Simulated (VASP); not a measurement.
# Hf (P6_3/mmc) in VASP: single point with LDA

Aim: the single point of Hf with LDA.

Everything below comes from runs of VASP 6.6.1. Logs are shortened: lines on timing, memory, paths and dates and some standing lists are left out, and cuts for length are marked.

### Step 1. The cell of the first run

It takes space group P6_3/mmc (No. 194, hexagonal). The conventional cell has a = 3.197 Å, b = 3.197 Å, c = 5.058 Å, α = 90.00°, β = 90.00°, γ = 120.00°. Within 4.1 Å of Hf (site symmetry -6m2) lie 12 Hf at 3.13 to 3.20 Å.

### Step 2. Single point, LDA

Input file INCAR:

```
ALGO = Normal
EDIFF = 1E-6
ENCUT = 500
GGA = CA
GGA_COMPAT = F
ISIF = 2
ISMEAR = 0
LASPH = T
LCHARG = F
LREAL = F
LWAVE = F
NBANDS = 17
NELM = 120
PREC = Accurate
SIGMA = 0.15
```

Input file KPOINTS:

```
k-points
0
Gamma
  18 18 10
```

Input file POSCAR:

```
Hf
1.0
    3.1966985242      0.0000000000      0.0000000000
   -1.5983492621      2.7684221302      0.0000000000
    0.0000000000      0.0000000000      5.0578000000
Hf
2
Direct
    0.3333333333      0.6666666667      0.2500000000
    0.6666666667      0.3333333333      0.7500000000
```

Potentials or basis: VASP PAW LDA potentials, release 64 (Hf_pv).

Command:

```bash
$ cat potpaw_LDA.64/Hf_pv/POTCAR > POTCAR
$ mpirun -np 1 vasp_std > vasp.out
```

OUTCAR:

```text
EDIFF = 1E-6
   ENCUT = 500
   GGA = CA
   ISIF = 2
   ISMEAR = 0
   LASPH = T
   LREAL = F
   NELM = 120
   PREC = Accurate

 ion  position               nearest neighbor table
   1  0.333  0.667  0.250-   2 3.13   2 3.13   2 3.13   2 3.13   2 3.13   2 3.13
   2  0.667  0.333  0.750-   1 3.13   1 3.13   1 3.13   1 3.13   1 3.13   1 3.13

  LATTYP: Found a hexagonal cell.
 ALAT       =     3.1966985242
 C/A-ratio  =     1.5821948681

  Lattice vectors:

 A1 = (   3.1966985242,   0.0000000000,   0.0000000000)
 A2 = (  -1.5983492621,   2.7684221302,   0.0000000000)
 A3 = (   0.0000000000,   0.0000000000,   5.0578000000)

Analysis of symmetry for initial positions (statically):
=====================================================================
 Subroutine PRICEL returns:
 Original cell was already a primitive cell.

 Routine SETGRP: Setting up the symmetry group for a
 hexagonal supercell.

 Subroutine GETGRP returns: Found 24 space group operations
 (whereof 12 operations were pure point group operations)
 out of a pool of 24 trial point group operations.

The static configuration has the point symmetry D_3d.
 The point group associated with its full space group is D_6h.

Analysis of symmetry for dynamics (positions and initial velocities):
=====================================================================
 Subroutine PRICEL returns:
 Original cell was already a primitive cell.

 Routine SETGRP: Setting up the symmetry group for a
 hexagonal supercell.

 Subroutine GETGRP returns: Found 24 space group operations
 (whereof 12 operations were pure point group operations)
 out of a pool of 24 trial point group operations.

The dynamic configuration has the point symmetry D_3d.
 The point group associated with its full space group is D_6h.

 Subroutine INISYM returns: Found 24 space group operations
 (whereof 12 operations are pure point group operations),
 and found     1 'primitive' translations

----------------------------------------------------------------------------------------

                                     Primitive cell

  volume of cell :      44.7606

  direct lattice vectors                    reciprocal lattice vectors
     3.196698524  0.000000000  0.000000000     0.312822743  0.180608295  0.000000000
    -1.598349262  2.768422130  0.000000000     0.000000000  0.361216589  0.000000000
     0.000000000  0.000000000  5.057800000     0.000000000  0.000000000  0.197714421

  length of vectors
     3.196698524  3.196698524  5.057800000     0.361216589  0.361216589  0.197714421

  position of ions in fractional coordinates (direct lattice)
     0.333333333  0.666666667  0.250000000
     0.666666667  0.333333333  0.750000000

  ion indices of the primitive-cell ions
   primitive index   ion index
                 1           1
                 2           2

----------------------------------------------------------------------------------------

 KPOINTS: k-points

Automatic generation of k-mesh.
 Grid dimensions read from file:
 generate k-points for:   18   18   10

 Generating k-lattice:

  Cartesian coordinates                     Fractional coordinates (reciprocal lattice)
     0.017379041  0.010033794  0.000000000     0.055555556  0.000000000  0.000000000
     0.000000000  0.020067588  0.000000000     0.000000000  0.055555556  0.000000000
     0.000000000  0.000000000  0.019771442     0.000000000  0.000000000  0.100000000

  Length of vectors
     0.020067588  0.020067588  0.019771442

  Shift w.r.t. Gamma in fractional coordinates (k-lattice)
     0.000000000  0.000000000  0.000000000

 Subroutine IBZKPT returns following result:
 ===========================================

 Found    222 irreducible k-points:

 Following reciprocal coordinates:
            Coordinates               Weight
  0.000000  0.000000  0.000000      1.000000
  0.055556  0.000000  0.000000      6.000000
  0.111111  0.000000  0.000000      6.000000
  0.166667  0.000000  0.000000      6.000000
  0.222222 -0.000000  0.000000      6.000000
  0.277778 -0.000000  0.000000      6.000000
[... 16 lines left out ...]
  0.333333  0.111111  0.000000     12.000000
  0.388889  0.111111  0.000000     12.000000
 [... further k-points ...]
   k-points           NKPTS =    222   k-points in BZ     NKDIM =    222   number of bands    NBANDS=     17
   number of dos      NEDOS =    301   number of ions     NIONS =      2
   total plane-waves  NPLWV =  23040
   dimension x,y,z NGX =    24 NGY =   24 NGZ =   40
   dimension x,y,z NGXF=    48 NGYF=   48 NGZF=   80
   ions per type =               2
   NGX,Y,Z   is equivalent  to a cutoff of  12.48, 12.48, 13.15 a.u.
   NGXF,Y,Z  is equivalent  to a cutoff of  24.96, 24.96, 26.30 a.u.
 SYSTEM =  unknown system
   PREC   = accura    normal or accurate (medium, high low for compatibility)
   ISTART =      0    job   : 0-new  1-cont  2-samecut
   ICHARG =      2    charge: 1-file 2-atom 10-const
   ISPIN  =      1    spin polarized calculation?
   LNONCOLLINEAR =      F non collinear calculations
   LSORBIT =      F    spin-orbit coupling
   LASPH  =      T    aspherical Exc in radial PAW
   ENCUT  =  500.0 eV  36.75 Ry    6.06 a.u.   5.83  5.83  9.22*2*pi/ulx,y,z
   NELM   =    120;   NELMIN=  2; NELMDL= -5     # of ELM steps
   EDIFF  = 0.1E-05   stopping-criterion for ELM
   LREAL  =      F    real-space projection
   EDIFFG = 0.1E-04   stopping-criterion for IOM
   NSW    =      0    number of steps for IOM
   IBRION =     -1    ionic relax: 0-MD 1-quasi-New 2-CG
   NFREE  =      0    steps in history (QN), initial steepest desc. (CG)
   ISIF   =      2    stress and relaxation
   ISYM   =      2    0-nonsym 1-usesym 2-fastsym
   POTIM  = 0.5000    time-step for ionic-motion
   TEBEG  =    0.0;   TEEND  =   0.0 temperature during run
   PSTRESS=    0.0 pullay stress
   NELECT =      20.0000    total number of electrons
   NUPDOWN=      -1.0000    fix difference up-down
   EMIN   =  10.00;   EMAX   =-10.00  energy-range for DOS
   EFERMI =   0.00;   METHOD = LEGACY
   ISMEAR =     0;   SIGMA  =   0.15  broadening in eV -4-tet -1-fermi 0-gaus
   EFERMI_NEDOS =   21; number of points for ismear=-14 and -15
   IALGO  =     38    algorithm
   IMIX   =      4    mixing-type and parameters
     AMIX     =   0.40;   BMIX     =  1.00
     AMIX_MAG =   1.60;   BMIX_MAG =  1.00
  volume/ion in A,a.u.               =      22.38       151.03
  Fermi-wavevector in a.u.,A,eV,Ry     =   1.251564  2.365112 21.312324  1.566412
  Thomas-Fermi vector in A             =   2.385505
   LORBIT       =      0    0 simple, 1 ext, 2 COOP (PROOUT), +10 PAW based schemes
   GGA     = CA    functional components
   LHFCALC =     F    Hartree Fock is set to
   AEXX    =    0.0000 exact exchange contribution
   IVDW    =     0    specifies the selected vdW correction
   LEPSILON=     F    determine dielectric tensor
   LRPA    =     F    only Hartree local field effects (RPA)
 non-spin polarized calculation
 Gauss-broadening in eV      SIGMA  =   0.15
  energy-cutoff  :      500.00
  volume of cell :       44.76
 maximum number of plane-waves:      1158
 NGX is ok and might be reduce to    24
   NGX = 11   NGY = 11   NGZ = 19

 number of electron      20.0000004 magnetization

 Free energy of the ion-electron system (eV)
  ---------------------------------------------------
  ext. energy  EPLUGINS =         0.00000000
  ---------------------------------------------------
  free energy    TOTEN  =       -21.32215116 eV

  energy without entropy =      -21.30434400  energy(sigma->0) =      -21.31324758

 E-fermi :   4.7892     XC(G=0): -11.4694

 val. band max:        4.7783957155   @ k =   0.3333   0.3333   0.3000
 cond. band min:       4.8125331693   @ k =   0.1667   0.0000   0.2000
 fundamental gap:      0.0341374538
 Fermi energy:         4.7891792859

 k-point     1 :       0.0000    0.0000    0.0000
  band No.  band energies     occupation
      1     -26.1521      2.00000
      2     -25.3942      2.00000
      3     -25.3942      2.00000
      4     -25.2671      2.00000
      5     -25.2635      2.00000
      6     -25.2635      2.00000
[... 9 lines left out ...]
     16       7.3231      0.00000
     17      10.0265      0.00000

 k-point     2 :       0.0556    0.0000    0.0000
  band No.  band energies     occupation
      1     -26.1440      2.00000
      2     -25.4118      2.00000
      3     -25.4001      2.00000
      4     -25.2821      2.00000
      5     -25.2708      2.00000
      6     -25.2658      2.00000
[... 9 lines left out ...]
     16       7.2324      0.00000
     17      10.1009      0.00000

 k-point     3 :       0.1111    0.0000    0.0000
  band No.  band energies     occupation
      1     -26.1199      2.00000
      2     -25.4624      2.00000
      3     -25.4170      2.00000
      4     -25.3350      2.00000
      5     -25.2821      2.00000
      6     -25.2728      2.00000
[... 9 lines left out ...]
     16       7.0370      0.00000
     17      10.2843      0.00000

 k-point     4 :       0.1667    0.0000    0.0000
  band No.  band energies     occupation
      1     -26.0814      2.00000
      2     -25.5399      2.00000
      3     -25.4420      2.00000
      4     -25.4144      2.00000
      5     -25.3010      2.00000
      6     -25.2840      2.00000
[... 9 lines left out ...]
     16       7.4407      0.00000
     17      10.5072      0.00000
[... 343 lines left out ...]
      1     -25.8901      2.00000
      2     -25.8205      2.00000
      3     -25.7168      2.00000
      4     -25.5423      2.00000
      5     -25.4118      2.00000
      6     -25.3700      2.00000
[... 9 lines left out ...]
     16       9.9492      0.00000
     17      10.8167      0.00000

 k-point    23 :       0.3333    0.1111    0.0000
  band No.  band energies     occupation
      1     -25.8924      2.00000
      2     -25.8293      2.00000
      3     -25.7649      2.00000
      4     -25.5785      2.00000
      5     -25.4539      2.00000
      6     -25.3863      2.00000
[... 9 lines left out ...]
     16      10.7510      0.00000
     17      10.8709      0.00000

 k-point    24 :       0.3889    0.1111    0.0000
  band No.  band energies     occupation
      1     -25.9390      2.00000
      2     -25.7961      2.00000
      3     -25.7801      2.00000
      4     -25.6018      2.00000
      5     -25.4909      2.00000
      6     -25.3969      2.00000
[... 9 lines left out ...]
     16      10.9002      0.00000
     17      11.4501      0.00000

 [... further k-points ...]
[... 5 lines left out ...]
  --------------------------------------------------------------------------------------
  -------------------------------------------------------------------------------------
  Total       -2.1158371     -2.1158371     -2.1773267      0.0000000      0.0000000      0.0000000
  in kB      -75.7350922    -75.7350922    -77.9360754      0.0000000      0.0000000      0.0000000
  external PRESSURE =     -76.4687533 kB  Pullay stress =       0.0000000 kB

 VOLUME and BASIS-vectors are now :
 -----------------------------------------------------------------------------
  energy-cutoff  :      500.00
  volume of cell :       44.76
      direct lattice vectors                 reciprocal lattice vectors
     3.196698524  0.000000000  0.000000000     0.312822743  0.180608295  0.000000000
    -1.598349262  2.768422130  0.000000000     0.000000000  0.361216589  0.000000000
     0.000000000  0.000000000  5.057800000     0.000000000  0.000000000  0.197714421

 POSITION                                       TOTAL-FORCE (eV/Angst)
 -----------------------------------------------------------------------------------
     -0.00000      1.84561      1.26445         0.000000     -0.000000      0.000000
      1.59835      0.92281      3.79335        -0.000000      0.000000      0.000000
 -----------------------------------------------------------------------------------
    total drift:                               -0.000000      0.000000     -0.000000

  FREE ENERGIE OF THE ION-ELECTRON SYSTEM (eV)
  ---------------------------------------------------
  free  energy   TOTEN  =       -21.3221511554 eV

  energy  without entropy=      -21.3043439964  energy(sigma->0) =      -21.31324758
```

Run time: 2.5 min. Hardware: 1 thread of AMD EPYC 7R13 (Zen 3), shared host; peak memory 0.21 GiB.

Results:

```
Free energy            : -21.3222 eV
Pressure               : -7.6 GPa
Band gap on the k mesh : zero (band 10 reaches 5.89 eV, above the bottom of band 11 at 4.40 eV)
```

Caveat: spin-orbit coupling is left out, which moves the levels of the heavy elements.
